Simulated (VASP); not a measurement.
Set up this calculation in VASP 6.6.1, as the native input.

```yaml
Task: single point
Functional: PBEsol
Potentials_or_basis: VASP PAW PBE potentials, release 64 (S, W_sv)
Cutoff: 520 eV
k_mesh: 9 × 9 × 1
Occupations: gaussian, width 0.05 eV
Spin: no spin polarisation
Dipole_correction: yes
Further_INCAR_settings: ALGO = Normal; EDIFF = 1e-06; NBANDS = 27
```

The structure of WS4 lies in POSCAR:

```
WS4
1.0
    3.1476068040      0.0000000000      0.0000000000
   -1.5738034020      2.7259074534      0.0000000000
    0.0000000000      0.0000000000     24.6075295395
S W
4 1
Direct
    0.6666666667      0.3333333333      0.3047847606
    0.3333333333      0.6666666667      0.4363324949
    0.3333333333      0.6666666667      0.5636675051
    0.0000000000      0.0000000000      0.6952152394
    0.6666666667      0.3333333333      0.5000072975
```

The input as run:

INCAR

```
SYSTEM = WS4
ALGO     = Normal         ! electronic algorithm
DIPOL    = 0.5 0.5 0.500
EDIFF    = 1E-6           ! SCF threshold, eV
ENCUT    = 520            ! plane-wave cutoff, eV
GGA      = PS             ! functional
IDIPOL   = 3            
ISIF     = 2              ! what is computed and relaxed
ISMEAR   = 0              ! smearing method
LASPH    = .True.         ! aspherical terms in the spheres
LCHARG   = .True.         ! write CHGCAR
LDIPOL   = .True.       
LELF     = .True.         ! ELF
LREAL    = .False.        ! projectors in reciprocal space
LVACPOTAV= .True.       
LVHAR    = .True.       
LWAVE    = .False.        ! write WAVECAR
NBANDS   = 27             ! bands
NELM     = 100            ! most SCF steps
PREC     = Accurate       ! precision mode
SIGMA    = 0.05           ! smearing width, eV
```

KPOINTS

```
k-points
0
Gamma
  9 9 1
  0 0 0
```

Potentials or basis: VASP PAW PBE potentials, release 64 (S, W_sv).

Command:

```console
$ cat potpaw_PBE.64/S/POTCAR potpaw_PBE.64/W_sv/POTCAR > POTCAR
$ mpirun -np 1 vasp_std > vasp.out
```

It gave:

The largest force is 0.068 eV/Å and the band gap on the k mesh is zero (band 19 reaches 0.35 eV, above the bottom of band 20 at -1.91 eV).

Caveat: the PAW data sets were made with another functional, which shifts forces and pressure a little; spin-orbit coupling is left out, which moves the levels of the heavy elements.

Run time: 2.6 min on 1 thread of AMD EPYC 7R13 Processor (Zen 3) (shared host), peak memory 0.31 GiB.
